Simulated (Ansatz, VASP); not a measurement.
## ZnS in VASP and in Ansatz

INCAR

```
SYSTEM = ZnS
PREC = Accurate ; ENCUT = 520
EDIFF = 1E-6 ; ISMEAR = 0
SIGMA = 0.05 ; LREAL = .FALSE.
LASPH = .TRUE. ; NELM = 100
ALGO = Normal ; ISIF = 2
LWAVE = .FALSE. ; LCHARG = .TRUE.
GGA = PE ; LELF = .TRUE.
LVHAR = .TRUE. ; NBANDS = 46
```

File KPOINTS:

```
Automatic mesh
0
G
  12 12 4
  0 0 0
```

POSCAR

```
ZnS
1.0
    3.8227020304      0.0000000000      0.0000000000
   -1.9113510152      3.3105570694      0.0000000000
    0.0000000000      0.0000000000     12.5200000000
Zn S
4 4
Direct
    0.0000000000      0.0000000000      0.0000000000
    0.0000000000      0.0000000000      0.5000000000
    0.3333333333      0.6666666667      0.2230431310
    0.6666666667      0.3333333333      0.7500000000
    0.0000000000      0.0000000000      0.1875000000
    0.0000000000      0.0000000000      0.6875000000
    0.3333333333      0.6666666667      0.4375000000
    0.6666666667      0.3333333333      0.9375000000
```

Input for Ansatz:

```yaml
crystal:
  lattice:
    - [3.8227020304, 0.0, 0.0]
    - [-1.9113510152, 3.3105570694, 0.0]
    - [0.0, 0.0, 12.52]
  atoms:
    - { symbol: Zn, position: [0.0, 0.0, 0.0] }
    - { symbol: Zn, position: [0.0, 0.0, 0.5] }
    - { symbol: Zn, position: [0.3333333333, 0.6666666667, 0.223043131] }
    - { symbol: Zn, position: [0.6666666667, 0.3333333333, 0.75] }
    - { symbol: S, position: [0.0, 0.0, 0.1875] }
    - { symbol: S, position: [0.0, 0.0, 0.6875] }
    - { symbol: S, position: [0.3333333333, 0.6666666667, 0.4375] }
    - { symbol: S, position: [0.6666666667, 0.3333333333, 0.9375] }
basis:
  ecutwfc: 420
kpoints:
  mp_grid: { grid: [12, 12, 4] }
hamiltonian:
  xc: pbe
scf:
  occupations: { method: gaussian, width: 0.05 }
output:
  forces: true
  stress: true
  eigenvalues: true
```

Alike in both runs: task single point; functional PBE; k mesh 12 × 12 × 4; occupations gaussian, width 0.05 eV; no spin polarisation.

|  | VASP | Ansatz |
| --- | --- | --- |
| version | VASP 6.6.1 | Ansatz 0.2.0 |
| potentials or method | VASP PAW PBE potentials, release 64 (Zn, S), cutoff 520 eV | scalar-relativistic, plane waves, PAW |
| valence electrons in the cell | 72 | 72 |

|  | VASP | Ansatz | Ansatz less VASP |
| --- | --- | --- | --- |
| gap on the k mesh at the Fermi level (eV) | 1.55 | 1.55 | +0.003 |
| least direct gap on the mesh (eV) | 1.55 | 1.55 | +0.003 |
| pressure (GPa) | 2.1 | 1.9 | -0.17 |
| traceless stress, the component that is largest in VASP (GPa) | -1.36 | -1.33 | +0.028 |
| rms of the force components (eV/Å) | 0.398 | 0.396 | -0.0029 |

Atom by atom the forces differ by 0.003 eV/Å (rms over components). The functional is the same, so the differences come from potentials, cutoffs and numerics.
